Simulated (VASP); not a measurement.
# Zr (Cmmm) in VASP: relaxation of cell and atoms with PBE

Aim: the relaxation of cell and atoms of Zr with PBE.

Program: VASP 6.6.1. These are calculated values, not measurements. Logs are shortened: lines on timing, memory, paths and dates and some standing lists are left out, and cuts for length are marked.

## 1. The cell of the first run

The typed cell holds 5 atoms: a = 4.161 Å, b = 4.161 Å, c = 7.523 Å, α = 90.00°, β = 90.00°, γ = 90.02°.

## 2. Relaxation of cell and atoms, PBE

File INCAR:

```
PREC     = Accurate       # precision mode
ENCUT    = 600            # plane-wave cutoff, eV
EDIFF    = 1E-6           # SCF threshold, eV
ISMEAR   = 0              # smearing method
SIGMA    = 0.1            # smearing width, eV
LREAL    = False          # projectors in reciprocal space
LASPH    = True           # aspherical terms in the spheres
NELM     = 60             # most SCF steps
ALGO     = Fast           # electronic algorithm
ISIF     = 3              # what is computed and relaxed
LWAVE    = False          # write WAVECAR
LCHARG   = False          # write CHGCAR
GGA      = PE             # functional
IBRION   = 2              # ionic algorithm
NSW      = 100            # ionic steps
EDIFFG   = -0.01          # ionic threshold
```

File KPOINTS:

```
Automatic mesh
0
Gamma
  10 10 6
```

File POSCAR:

```
Zr
1.0
    2.9418799412     -2.9429806153      0.0000000000
    2.9418799412      2.9429806153      0.0000000000
    0.0000000000      0.0000000000      7.5230841671
Zr
5
Direct
    0.5000000000      0.0000000000      0.2987384511
    0.0000000000      0.5000000000      0.7012615489
    0.0000000000      0.5000000000      0.2987384511
    0.5000000000      0.0000000000      0.7012615489
    0.0000000000      0.0000000000      0.0000000000
```

Potentials or basis: VASP PAW PBE potentials, release 64 (Zr_sv).

Launch:

```console
$ cat potpaw_PBE.64/Zr_sv/POTCAR > POTCAR
$ mpirun -np 1 vasp_std > vasp.out
```

OUTCAR:

```text
PREC = Accurate
   ENCUT = 600
   EDIFF = 1E-6
   ISMEAR = 0
   LREAL = False
   LASPH = True
   NELM = 60
   ISIF = 3
   GGA = PE
   IBRION = 2
   NSW = 100
   EDIFFG = -0.01

 ion  position               nearest neighbor table
   1  0.500  0.000  0.299-   3 2.94   3 2.94   3 2.94   3 2.94   4 3.03   5 3.06   5 3.06
   2  0.000  0.500  0.701-   4 2.94   4 2.94   4 2.94   4 2.94   3 3.03   5 3.06   5 3.06
   3  0.000  0.500  0.299-   1 2.94   1 2.94   1 2.94   1 2.94   2 3.03   5 3.06   5 3.06
   4  0.500  0.000  0.701-   2 2.94   2 2.94   2 2.94   2 2.94   1 3.03   5 3.06   5 3.06
   5  0.000  0.000  0.000-   1 3.06   2 3.06   3 3.06   4 3.06   2 3.06   3 3.06   1 3.06   4 3.06

  LATTYP: Found a base centered orthorhombic cell.
 ALAT       =     5.8837598824
 B/A-ratio  =     1.0003741397
 C/A-ratio  =     1.2786184884

  Lattice vectors:

 A1 = (   2.9418799412,  -2.9429806153,   0.0000000000)
 A2 = (   2.9418799412,   2.9429806153,   0.0000000000)
 A3 = (   0.0000000000,   0.0000000000,   7.5230841671)

Analysis of symmetry for initial positions (statically):
=====================================================================
 Subroutine PRICEL returns:
 Original cell was already a primitive cell.

 Routine SETGRP: Setting up the symmetry group for a
 base centered orthorhombic supercell.

 Subroutine GETGRP returns: Found  8 space group operations
 (whereof  8 operations were pure point group operations)
 out of a pool of  8 trial point group operations.

The static configuration has the point symmetry D_2h.

Analysis of symmetry for dynamics (positions and initial velocities):
=====================================================================
 Subroutine PRICEL returns:
 Original cell was already a primitive cell.

 Routine SETGRP: Setting up the symmetry group for a
 base centered orthorhombic supercell.

 Subroutine GETGRP returns: Found  8 space group operations
 (whereof  8 operations were pure point group operations)
 out of a pool of  8 trial point group operations.

The dynamic configuration has the point symmetry D_2h.

 Subroutine INISYM returns: Found  8 space group operations
 (whereof  8 operations are pure point group operations),
 and found     1 'primitive' translations

----------------------------------------------------------------------------------------

                                     Primitive cell

  volume of cell :     130.2682

  direct lattice vectors                    reciprocal lattice vectors
     2.941879941 -2.942980615  0.000000000     0.169959349 -0.169895784  0.000000000
     2.941879941  2.942980615  0.000000000     0.169959349  0.169895784  0.000000000
     0.000000000  0.000000000  7.523084167     0.000000000  0.000000000  0.132924207

  length of vectors
     4.161224879  4.161224879  7.523084167     0.240313874  0.240313874  0.132924207

  position of ions in fractional coordinates (direct lattice)
     0.500000000  0.000000000  0.298738451
     0.000000000  0.500000000  0.701261549
     0.000000000  0.500000000  0.298738451
     0.500000000  0.000000000  0.701261549
     0.000000000  0.000000000  0.000000000

  ion indices of the primitive-cell ions
   primitive index   ion index
                 1           1
                 2           2
                 3           3
                 4           4
                 5           5

----------------------------------------------------------------------------------------

 KPOINTS: Automatic mesh

Automatic generation of k-mesh.
 Grid dimensions read from file:
 generate k-points for:   10   10    6

[... 66 lines left out ...]
   NSW    =    100    number of steps for IOM
   IBRION =      2    ionic relax: 0-MD 1-quasi-New 2-CG
   NFREE  =      1    steps in history (QN), initial steepest desc. (CG)
   ISIF   =      3    stress and relaxation
   ISYM   =      2    0-nonsym 1-usesym 2-fastsym
   POTIM  = 0.5000    time-step for ionic-motion
   TEBEG  =    0.0;   TEEND  =   0.0 temperature during run
   PSTRESS=    0.0 pullay stress
   NELECT =      60.0000    total number of electrons
   NUPDOWN=      -1.0000    fix difference up-down
   EMIN   =  10.00;   EMAX   =-10.00  energy-range for DOS
   EFERMI =   0.00;   METHOD = LEGACY
   ISMEAR =     0;   SIGMA  =   0.10  broadening in eV -4-tet -1-fermi 0-gaus
   EFERMI_NEDOS =   21; number of points for ismear=-14 and -15
   IALGO  =     68    algorithm
   IMIX   =      4    mixing-type and parameters
     AMIX     =   0.40;   BMIX     =  1.00
     AMIX_MAG =   1.60;   BMIX_MAG =  1.00
  volume/ion in A,a.u.               =      26.05       175.82
  Fermi-wavevector in a.u.,A,eV,Ry     =   1.264287  2.389157 21.747862  1.598423
  Thomas-Fermi vector in A             =   2.397600
   LORBIT       =      0    0 simple, 1 ext, 2 COOP (PROOUT), +10 PAW based schemes
   GGA     = PE    functional components
   LHFCALC =     F    Hartree Fock is set to
   AEXX    =    0.0000 exact exchange contribution
   IVDW    =     0    specifies the selected vdW correction
   LEPSILON=     F    determine dielectric tensor
   LRPA    =     F    only Hartree local field effects (RPA)
 conjugate gradient relaxation of ions
 non-spin polarized calculation
 RMM-DIIS sequential band-by-band and
 Gauss-broadening in eV      SIGMA  =   0.10
  energy-cutoff  :      600.00
  volume of cell :      130.27
 maximum number of plane-waves:      4382
 NGX is ok and might be reduce to    36
   NGX = 17   NGY = 17   NGZ = 31

--------------------------------------- Ionic step        1  -------------------------------------------

 number of electron      60.0000000 magnetization

 Free energy of the ion-electron system (eV)
  ---------------------------------------------------
  ext. energy  EPLUGINS =         0.00000000
  ---------------------------------------------------
  free energy    TOTEN  =       -38.69281747 eV

  energy without entropy =      -38.65272891  energy(sigma->0) =      -38.67277319

------------------------ aborting loop because EDIFF is reached ----------------------------------------

  FORCE on cell =-STRESS in cart. coord.  units (eV):
  Direction    XX          YY          ZZ          XY          YZ          ZX
  --------------------------------------------------------------------------------------
  -------------------------------------------------------------------------------------
  Total        0.0256661     -0.0162689     -0.0548211     -0.0000000      0.0000000      0.0000000
  in kB        0.3156696     -0.2000920     -0.6742483     -0.0000000      0.0000000      0.0000000
  external PRESSURE =      -0.1862236 kB  Pullay stress =       0.0000000 kB

 VOLUME and BASIS-vectors are now :
 -----------------------------------------------------------------------------
  energy-cutoff  :      600.00
  volume of cell :      130.27
      direct lattice vectors                 reciprocal lattice vectors
     2.941879941 -2.942980615  0.000000000     0.169959349 -0.169895784  0.000000000
     2.941879941  2.942980615  0.000000000     0.169959349  0.169895784  0.000000000
     0.000000000  0.000000000  7.523084167     0.000000000  0.000000000  0.132924207

 POSITION                                       TOTAL-FORCE (eV/Angst)
 -----------------------------------------------------------------------------------
      1.47094     -1.47149      2.24743         0.000000     -0.000000      0.014865
      1.47094      1.47149      5.27565        -0.000000     -0.000000     -0.014865
      1.47094      1.47149      2.24743        -0.000000      0.000000      0.014865
      1.47094     -1.47149      5.27565         0.000000     -0.000000     -0.014865
      0.00000      0.00000      0.00000        -0.000000      0.000000      0.000000
 -----------------------------------------------------------------------------------
    total drift:                                0.000000     -0.000000      0.000000

  FREE ENERGIE OF THE ION-ELECTRON SYSTEM (eV)
  ---------------------------------------------------
  free  energy   TOTEN  =       -38.6928174722 eV

  energy  without entropy=      -38.6527289120  energy(sigma->0) =      -38.67277319

--------------------------------------- Ionic step        2  -------------------------------------------

 number of electron      60.0000000 magnetization

 Free energy of the ion-electron system (eV)
  ---------------------------------------------------
  ext. energy  EPLUGINS =         0.00000000
  ---------------------------------------------------
  free energy    TOTEN  =       -38.69899598 eV

  energy without entropy =      -38.65883083  energy(sigma->0) =      -38.67891341

 E-fermi :   7.3124     XC(G=0): -10.4347

 val. band max:        7.3094885447   @ k =   0.5000   0.5000   0.3333
 cond. band min:       7.3155033785   @ k =   0.4000   0.2000   0.1667
 fundamental gap:      0.0060148338
 Fermi energy:         7.3123633197

 k-point     1 :       0.0000    0.0000    0.0000
  band No.  band energies     occupation
      1     -41.2659      2.00000
      2     -41.1978      2.00000
      3     -40.9978      2.00000
      4     -40.9537      2.00000
      5     -40.9536      2.00000
      6     -19.7022      2.00000
[... 925 lines left out ...]
     35       9.0038      0.00000
     36       9.3357      0.00000

 [... further k-points ...]
[... 5 lines left out ...]
  --------------------------------------------------------------------------------------
  -------------------------------------------------------------------------------------
  Total        0.0096334      0.0109404      0.0033415      0.0000000      0.0000000      0.0000000
  in kB        0.1185333      0.1346161      0.0411150      0.0000000      0.0000000      0.0000000
  external PRESSURE =       0.0980881 kB  Pullay stress =       0.0000000 kB

 VOLUME and BASIS-vectors are now :
 -----------------------------------------------------------------------------
  energy-cutoff  :      600.00
  volume of cell :      130.21
      direct lattice vectors                 reciprocal lattice vectors
     2.942608470 -2.942518653  0.000000000     0.169917271 -0.169922457  0.000000000
     2.942608470  2.942518653  0.000000000     0.169917271  0.169922457  0.000000000
     0.000000000  0.000000000  7.519104886     0.000000000  0.000000000  0.132994554

 POSITION                                       TOTAL-FORCE (eV/Angst)
 -----------------------------------------------------------------------------------
      4.41391      1.47126      2.24696         0.000000     -0.000000      0.007482
      1.47130      1.47126      5.27214        -0.000000      0.000000     -0.007482
      4.41391     -1.47126      2.24696        -0.000000     -0.000000      0.007482
      4.41391      1.47126      5.27214         0.000000      0.000000     -0.007482
      2.94261     -2.94252      0.00000         0.000000      0.000000      0.000000
 -----------------------------------------------------------------------------------
    total drift:                                0.000000      0.000000     -0.000000

  FREE ENERGIE OF THE ION-ELECTRON SYSTEM (eV)
  ---------------------------------------------------
  free  energy   TOTEN  =       -38.6989959840 eV

  energy  without entropy=      -38.6588308300  energy(sigma->0) =      -38.67891341

 reached required accuracy - stopping structural energy minimisation
```

Wall time 40 min (1 thread of Oxide Virtual Turin-like, shared host); peak memory 0.59 GiB.

What came out:

| Quantity | Value |
| --- | --- |
| Free energy | -38.6990 eV |
| Relaxed volume | 26.04 Å³/atom |
| Relaxed cell | a = 4.161 Å, b = 4.161 Å, c = 7.519 Å, α = 90.00°, β = 90.00°, γ = 90.00° |
| Space group after relaxing (to 0.1 Å) | P4/mmm (No. 123) |
| Energy gained by relaxing | 1.2 meV/atom |
| Ionic steps | 2 |
| Pressure after relaxing | 0.0 GPa |
| Largest force after relaxing | 0.007 eV/Å |
| Band gap on the k mesh | zero (bands 30 and 31 overlap by 0.93 eV) |

Forces in eV/Å, atoms in the order of the input:
```
Zr   0.000  0.000  0.007
Zr   0.000  0.000 -0.007
Zr   0.000  0.000  0.007
Zr   0.000  0.000 -0.007
Zr   0.000  0.000  0.000
```

The path:
```csv
step,energy change (eV),largest force (eV/Å),pressure (GPa),volume (Å³)
1,0.0000,0.0149,-0.02,130.27
2,-0.0062,0.0075,0.01,130.21
```

Final structure:
```
Zr
1.0
     2.94261   -2.94252    0.00000
     2.94261    2.94252    0.00000
     0.00000    0.00000    7.51910
Zr
5
Direct
  0.50000 0.00000 0.29883
  0.00000 0.50000 0.70117
  0.00000 0.50000 0.29883
  0.50000 0.00000 0.70117
  0.00000 0.00000 0.00000
```
